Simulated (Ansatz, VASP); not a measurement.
# PbO in VASP and in Ansatz

```
Pb O
1.0
     3.84944    0.00000    0.00000
     0.00000    3.84944    0.00000
     0.00000    0.00000    5.16543
Pb O
2 2
Cartesian
  0.0000 1.9247 1.0689
  1.9247 0.0000 4.0965
  0.0000 0.0000 0.0000
  1.9247 1.9247 0.0000
```

Alike in both runs: task single point; functional PBEsol; k mesh 8 × 8 × 6; occupations gaussian, width 0.02 eV; no spin polarisation.

|  | VASP | Ansatz |
| --- | --- | --- |
| version | VASP 6.6.1 | Ansatz 0.2.0 |
| potentials or method | VASP PAW PBE potentials, release 64 (Pb_d, O), cutoff 520 eV | scalar-relativistic, plane waves, PAW |
| valence electrons in the cell | 40 | 40 |

|  | VASP | Ansatz | Ansatz less VASP |
| --- | --- | --- | --- |
| gap on the k mesh at the Fermi level (eV) | 1.37 | 1.41 | +0.040 |
| least direct gap on the mesh (eV) | 1.98 | 2.01 | +0.026 |
| pressure (GPa) | 16.1 | 15.9 | -0.19 |
| traceless stress, the component that is largest in VASP (GPa) | -1.73 | -1.69 | +0.043 |
| rms of the force components (eV/Å) | 1.394 | 1.365 | -0.0286 |

VASP's potentials were made for PBE, not for PBEsol. Atom by atom the forces differ by 0.029 eV/Å (rms over components).

Spin-orbit coupling is off throughout.
